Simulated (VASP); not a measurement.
# CuO (P4/mmm) in VASP: notebook, part 2 of 2

VASP 6.6.1. The steps go on from the part before.

## Step 5: Relaxation of the atoms, PBEsol

This run uses another cell than the first one, of 10.77 Å³/atom.

Contents of INCAR:

```
SYSTEM = CuO
  ALGO = Normal
  EDIFF = 1E-6
  EDIFFG = -0.01
  ENCUT = 520
  GGA = PS
  IBRION = 2
  ISIF = 2
  ISMEAR = -1
  LASPH = .True.
  LCHARG = .False.
  LREAL = .False.
  LWAVE = .False.
  NELM = 80
  NSW = 60
  PREC = Accurate
  SIGMA = 0.05
```

Contents of KPOINTS:

```
k-points
0
Gamma
  6 6 6
  0 0 0
```

Contents of POSCAR:

```
CuO
1.0
    4.1609370000      0.0000000000      0.0000000000
    0.0000000000      4.1609370000      0.0000000000
    0.0000000000      0.0000000000      3.7321372800
Cu O
3 3
Direct
    0.5000000000      0.0000000000      0.5000000000
    0.0000000000      0.5000000000      0.5000000000
    0.0000000000      0.0000000000      0.0000000000
    0.0000000000      0.0000000000      0.5000000000
    0.5000000000      0.0000000000      0.0000000000
    0.0000000000      0.5000000000      0.0000000000
```

Potentials or basis: VASP PAW PBE potentials, release 64 (Cu, O).

The run is started by

```bash
$ cat potpaw_PBE.64/Cu/POTCAR potpaw_PBE.64/O/POTCAR > POTCAR
$ mpirun -np 1 vasp_std > vasp.out
```

OUTCAR:

```text
SYSTEM = CuO
   EDIFF = 1E-6
   EDIFFG = -0.01
   ENCUT = 520
   GGA = PS
   IBRION = 2
   ISIF = 2
   ISMEAR = -1
   LASPH = .True.
   LREAL = .False.
   NELM = 80
   NSW = 60
   PREC = Accurate

 ion  position               nearest neighbor table
   1  0.500  0.000  0.500-   5 1.87   5 1.87   4 2.08   4 2.08
   2  0.000  0.500  0.500-   6 1.87   6 1.87   4 2.08   4 2.08
   3  0.000  0.000  0.000-   4 1.87   4 1.87   6 2.08   5 2.08   6 2.08   5 2.08
   4  0.000  0.000  0.500-   3 1.87   3 1.87   1 2.08   2 2.08   2 2.08   1 2.08
   5  0.500  0.000  0.000-   1 1.87   1 1.87   3 2.08   3 2.08
   6  0.000  0.500  0.000-   2 1.87   2 1.87   3 2.08   3 2.08

  LATTYP: Found a simple tetragonal cell.
 ALAT       =     4.1609370000
 C/A-ratio  =     0.8969463561

  Lattice vectors:

 A1 = (   4.1609370000,   0.0000000000,   0.0000000000)
 A2 = (   0.0000000000,   4.1609370000,   0.0000000000)
 A3 = (   0.0000000000,   0.0000000000,   3.7321372800)

Analysis of symmetry for initial positions (statically):
=====================================================================
 Subroutine PRICEL returns:
 Original cell was already a primitive cell.

 Routine SETGRP: Setting up the symmetry group for a
 simple tetragonal supercell.

 Subroutine GETGRP returns: Found 16 space group operations
 (whereof 16 operations were pure point group operations)
 out of a pool of 16 trial point group operations.

The static configuration has the point symmetry D_4h.

Analysis of symmetry for dynamics (positions and initial velocities):
=====================================================================
 Subroutine PRICEL returns:
 Original cell was already a primitive cell.

 Routine SETGRP: Setting up the symmetry group for a
 simple tetragonal supercell.

 Subroutine GETGRP returns: Found 16 space group operations
 (whereof 16 operations were pure point group operations)
 out of a pool of 16 trial point group operations.

The dynamic configuration has the point symmetry D_4h.

 Subroutine INISYM returns: Found 16 space group operations
 (whereof 16 operations are pure point group operations),
 and found     1 'primitive' translations

----------------------------------------------------------------------------------------

                                     Primitive cell

  volume of cell :      64.6160

  direct lattice vectors                    reciprocal lattice vectors
     4.160937000  0.000000000  0.000000000     0.240330483  0.000000000  0.000000000
     0.000000000  4.160937000  0.000000000     0.000000000  0.240330483  0.000000000
     0.000000000  0.000000000  3.732137280     0.000000000  0.000000000  0.267942984

  length of vectors
     4.160937000  4.160937000  3.732137280     0.240330483  0.240330483  0.267942984

  position of ions in fractional coordinates (direct lattice)
     0.500000000  0.000000000  0.500000000
     0.000000000  0.500000000  0.500000000
     0.000000000  0.000000000  0.000000000
[... 36 lines left out ...]

 Found     40 irreducible k-points:

 Following reciprocal coordinates:
            Coordinates               Weight
  0.000000  0.000000  0.000000      1.000000
  0.166667  0.000000  0.000000      4.000000
  0.333333  0.000000  0.000000      4.000000
  0.500000  0.000000  0.000000      2.000000
  0.166667  0.166667  0.000000      4.000000
  0.333333  0.166667  0.000000      8.000000
[... 16 lines left out ...]
  0.333333  0.000000  0.333333      8.000000
  0.500000  0.000000  0.333333      4.000000
 [... further k-points ...]
   k-points           NKPTS =     40   k-points in BZ     NKDIM =     40   number of bands    NBANDS=     30
   number of dos      NEDOS =    301   number of ions     NIONS =      6
   total plane-waves  NPLWV =  28672
   dimension x,y,z NGX =    32 NGY =   32 NGZ =   28
   dimension x,y,z NGXF=    64 NGYF=   64 NGZF=   56
   ions per type =               3   3
   NGX,Y,Z   is equivalent  to a cutoff of  12.79, 12.79, 12.47 a.u.
   NGXF,Y,Z  is equivalent  to a cutoff of  25.57, 25.57, 24.94 a.u.
 SYSTEM =  CuO
   PREC   = accura    normal or accurate (medium, high low for compatibility)
   ISTART =      0    job   : 0-new  1-cont  2-samecut
   ICHARG =      2    charge: 1-file 2-atom 10-const
   ISPIN  =      1    spin polarized calculation?
   LNONCOLLINEAR =      F non collinear calculations
   LSORBIT =      F    spin-orbit coupling
   LASPH  =      T    aspherical Exc in radial PAW
   ENCUT  =  520.0 eV  38.22 Ry    6.18 a.u.   7.74  7.74  6.94*2*pi/ulx,y,z
   NELM   =     80;   NELMIN=  2; NELMDL= -5     # of ELM steps
   EDIFF  = 0.1E-05   stopping-criterion for ELM
   LREAL  =      F    real-space projection
   EDIFFG = -.1E-01   stopping-criterion for IOM
   NSW    =     60    number of steps for IOM
   IBRION =      2    ionic relax: 0-MD 1-quasi-New 2-CG
   NFREE  =      1    steps in history (QN), initial steepest desc. (CG)
   ISIF   =      2    stress and relaxation
   ISYM   =      2    0-nonsym 1-usesym 2-fastsym
   POTIM  = 0.5000    time-step for ionic-motion
   TEBEG  =    0.0;   TEEND  =   0.0 temperature during run
   PSTRESS=    0.0 pullay stress
   NELECT =      51.0000    total number of electrons
   NUPDOWN=      -1.0000    fix difference up-down
   EMIN   =  10.00;   EMAX   =-10.00  energy-range for DOS
   EFERMI =   0.00;   METHOD = LEGACY
   ISMEAR =    -1;   SIGMA  =   0.05  broadening in eV -4-tet -1-fermi 0-gaus
   EFERMI_NEDOS =   21; number of points for ismear=-14 and -15
   IALGO  =     38    algorithm
   IMIX   =      4    mixing-type and parameters
     AMIX     =   0.40;   BMIX     =  1.00
     AMIX_MAG =   1.60;   BMIX_MAG =  1.00
  volume/ion in A,a.u.               =      10.77        72.68
  Fermi-wavevector in a.u.,A,eV,Ry     =   1.512928  2.859019 31.143071  2.288951
  Thomas-Fermi vector in A             =   2.622787
   LORBIT       =      0    0 simple, 1 ext, 2 COOP (PROOUT), +10 PAW based schemes
   GGA     = PS    functional components
   LHFCALC =     F    Hartree Fock is set to
   AEXX    =    0.0000 exact exchange contribution
   IVDW    =     0    specifies the selected vdW correction
   LEPSILON=     F    determine dielectric tensor
   LRPA    =     F    only Hartree local field effects (RPA)
 conjugate gradient relaxation of ions
 non-spin polarized calculation
  energy-cutoff  :      520.00
  volume of cell :       64.62
 maximum number of plane-waves:      1768
 NGX is ok and might be reduce to    32
   NGX = 15   NGY = 15   NGZ = 13

 number of electron      51.0000037 magnetization

 Free energy of the ion-electron system (eV)
  ---------------------------------------------------
  ext. energy  EPLUGINS =         0.00000000
  ---------------------------------------------------
  free energy    TOTEN  =       -30.51131950 eV

  energy without entropy =      -30.47525489  energy(sigma->0) =      -30.49328720

 E-fermi :   4.4665     XC(G=0): -11.6374

 val. band max:        4.4646239457   @ k =   0.5000   0.1667   0.5000
 cond. band min:       4.4692390560   @ k =   0.1667   0.1667   0.5000
 fundamental gap:      0.0046151103
 Fermi energy:         4.4664852413

 k-point     1 :       0.0000    0.0000    0.0000
  band No.  band energies     occupation
      1     -15.6188      2.00000
      2     -13.5799      2.00000
      3     -13.2279      2.00000
      4      -1.7366      2.00000
      5      -1.6869      2.00000
      6      -1.6869      2.00000
[... 781 lines left out ...]
     29      10.6713      0.00000
     30      12.2047      0.00000

 [... further k-points ...]

------------------------ aborting loop because EDIFF is reached ----------------------------------------

  FORCE on cell =-STRESS in cart. coord.  units (eV):
  Direction    XX          YY          ZZ          XY          YZ          ZX
  --------------------------------------------------------------------------------------
  -------------------------------------------------------------------------------------
  Total        0.7293494      0.7293494      4.9512336      0.0000000      0.0000000     -0.0000000
  in kB       18.0844934     18.0844934    122.7676968      0.0000000      0.0000000     -0.0000000
  external PRESSURE =      52.9788946 kB  Pullay stress =       0.0000000 kB

 VOLUME and BASIS-vectors are now :
 -----------------------------------------------------------------------------
  energy-cutoff  :      520.00
  volume of cell :       64.62
      direct lattice vectors                 reciprocal lattice vectors
     4.160937000  0.000000000  0.000000000     0.240330483  0.000000000  0.000000000
     0.000000000  4.160937000  0.000000000     0.000000000  0.240330483  0.000000000
     0.000000000  0.000000000  3.732137280     0.000000000  0.000000000  0.267942984

 POSITION                                       TOTAL-FORCE (eV/Angst)
 -----------------------------------------------------------------------------------
      2.08047      0.00000      1.86607         0.000000      0.000000      0.000000
      0.00000      2.08047      1.86607         0.000000      0.000000      0.000000
      0.00000      0.00000      0.00000         0.000000      0.000000      0.000000
      0.00000      0.00000      1.86607         0.000000      0.000000      0.000000
      2.08047      0.00000      0.00000         0.000000      0.000000      0.000000
      0.00000      2.08047      0.00000         0.000000      0.000000      0.000000
 -----------------------------------------------------------------------------------
    total drift:                                0.000000      0.000000     -0.000000

  FREE ENERGIE OF THE ION-ELECTRON SYSTEM (eV)
  ---------------------------------------------------
  free  energy   TOTEN  =       -30.5113195002 eV

  energy  without entropy=      -30.4752548931  energy(sigma->0) =      -30.49328720

 reached required accuracy - stopping structural energy minimisation
```

Run time: 2.8 min. Hardware: 1 thread of Intel Xeon 8259CL, shared host; peak memory 0.21 GiB.

What came out:

```yaml
Free_energy: -30.5113 eV
Pressure_after_relaxing: 5.3 GPa
Band_gap_on_the_k_mesh: zero (an odd number of electrons rules out a gap without spin polarisation)
```

Stress tensor (GPa, compression positive):
```
 1.81  0.00  0.00
 0.00  1.81  0.00
 0.00  0.00 12.28
```

Final structure:
```
Cu O
1.0
     4.16094    0.00000    0.00000
     0.00000    4.16094    0.00000
     0.00000    0.00000    3.73214
Cu O
3 3
Direct
  0.50000 0.00000 0.50000
  0.00000 0.50000 0.50000
  0.00000 0.00000 0.00000
  0.00000 0.00000 0.50000
  0.50000 0.00000 0.00000
  0.00000 0.50000 0.00000
```

Levels at points of the mesh, in eV from the Fermi level:
```csv
k point,band 22,band 23,band 24,band 25,band 26,band 27,band 28,band 29,band 30
"(0.00, 0.00, 0.00)",-1.82,-1.77,-1.77,-1.65,-1.50,-1.35,1.60,6.38,7.98
"(0.50, 0.00, 0.00)",-1.79,-1.67,-1.48,-1.20,-0.70,-0.59,4.04,4.17,8.59
"(0.50, 0.50, 0.00)",-1.51,-1.31,-1.07,-0.48,-0.48,0.81,3.74,6.49,6.49
"(0.00, 0.00, 0.50)",-1.04,-1.04,-0.70,-0.13,-0.13,0.03,5.62,7.01,7.59
"(0.50, 0.00, 0.50)",-0.98,-0.87,-0.38,-0.04,1.32,1.38,4.79,6.93,7.43
"(0.50, 0.50, 0.50)",-0.33,0.20,1.17,1.38,1.38,1.51,1.83,6.98,8.29
```

Caveat: the PAW data sets were made with another functional, which shifts forces and pressure a little; an odd number of electrons without spin polarisation forces a metal; a magnetic or distorted state may lie lower; semilocal functionals often make such compounds metallic where correlation or magnetic order opens a gap, which also shifts bond lengths.

## Step 6: The runs side by side

```csv
task,level,cell,k mesh,cutoff (eV),gap on the mesh (eV),pressure (GPa)
relaxation of cell and atoms,PBE,"relaxed to 2 GPa from a = 4.161, b = 4.161, c = 3.888 Å, 6 atoms",7 × 7 × 7,600,none,2.0
relaxation of cell and atoms,PBE,"relaxed to 5 GPa from a = 4.161, b = 4.161, c = 3.888 Å, 6 atoms",7 × 7 × 7,600,none,4.9
relaxation of the atoms,PBEsol,"atoms relaxed from a = 4.161, b = 4.161, c = 3.888 Å, 6 atoms",6 × 6 × 6,520,none,-4.8
relaxation of the atoms,PBEsol,"atoms relaxed from a = 4.161, b = 4.161, c = 3.732 Å, 6 atoms",6 × 6 × 6,520,none,5.3
```

Alike in all rows: potentials or basis VASP PAW PBE potentials, release 64 (Cu, O); no spin polarisation; smearing fermi-dirac 0.05 eV.

Caveats: an odd number of electrons without spin polarisation forces a metal; a magnetic or distorted state may lie lower; semilocal functionals often make such compounds metallic where correlation or magnetic order opens a gap, which also shifts bond lengths; the cell is relaxed towards a set pressure, so the run minimises the enthalpy, not the energy (at least some runs); the PAW data sets were made with another functional, which shifts forces and pressure a little (at least some runs).

Absolute energies hang on the potentials; compare differences alone.

The gap in the log of VASP goes by the Fermi energy; the results here count the filled bands.